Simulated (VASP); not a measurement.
Wanted: the native input for a VASP 6.6.1 run.

- Task: relaxation of cell and atoms
- Functional: PBE
- Potentials or basis: VASP PAW PBE potentials, release 64 (Si, B)
- Cutoff: 500 eV
- k mesh: 3 × 3 × 5
- Occupations: gaussian, width 0.2 eV
- Spin: no spin polarisation
- Dipole correction: no
- Further INCAR settings: ALGO = Normal; EDIFF = 1e-07; IBRION = 2; EDIFFG = -0.08; NSW = 36; ISIF = 3

The structure of Si2B3 lies in POSCAR:

```
Si2B3
1.0
    5.7700000000      0.0000000000      0.0000000000
    0.0000000000      5.7700000000      0.0000000000
    0.0000000000      0.0000000000      3.0700000000
Si B
4 6
Direct
    0.8190000000      0.3190000000      0.5000000000
    0.1810000000      0.6810000000      0.5000000000
    0.3190000000      0.1810000000      0.5000000000
    0.6810000000      0.8190000000      0.5000000000
    0.3890000000      0.8890000000      0.0000000000
    0.6110000000      0.1110000000      0.0000000000
    0.1110000000      0.3890000000      0.0000000000
    0.8890000000      0.6110000000      0.0000000000
    0.0000000000      0.0000000000      0.0000000000
    0.5000000000      0.5000000000      0.0000000000
```

The input as run:

INCAR

```
  ALGO = Normal
  EDIFF = 1E-7
  EDIFFG = -0.08
  ENCUT = 500
  GGA = PE
  GGA_COMPAT = False
  IBRION = 2
  ISIF = 3
  ISMEAR = 0
  LASPH = True
  LCHARG = False
  LREAL = False
  LWAVE = False
  NELM = 120
  NELMIN = 4
  NSW = 36
  PREC = Accurate
  SIGMA = 0.2
```

KPOINTS

```
k-points
0
Gamma
  3 3 5
```

Potentials or basis: VASP PAW PBE potentials, release 64 (Si, B).

Run with:

```console
$ cat potpaw_PBE.64/Si/POTCAR potpaw_PBE.64/B/POTCAR > POTCAR
$ mpirun -np 1 vasp_std > vasp.out
```

It gave:

```yaml
Relaxed_volume: 9.11 Å³/atom
Relaxed_cell: a = 5.235 Å, b = 5.235 Å, c = 3.323 Å, α = 90.00°, β = 90.00°, γ = 90.00°
Space_group_after_relaxing_to_0.05_Å: P4/mbm (No. 127)
Energy_gained_by_relaxing: 157.7 meV/atom
Ionic_steps: 11
Pressure_after_relaxing: -0.1 GPa
Largest_force_after_relaxing: 0.014 eV/Å
Band_gap_on_the_k_mesh: zero (band 17 reaches 11.70 eV, above the bottom of band 18 at 8.49 eV)
```

Caveat: the k points lie up to 0.40 Å⁻¹ apart in the final cell; the relaxation stopped at a loose force limit of 0.08 eV/Å, so its end isn't a converged minimum.

Wall time 77 s on 1 thread of Intel(R) Xeon(R) 6975P-C (Granite Rapids), on a shared host, peak memory 0.19 GiB.
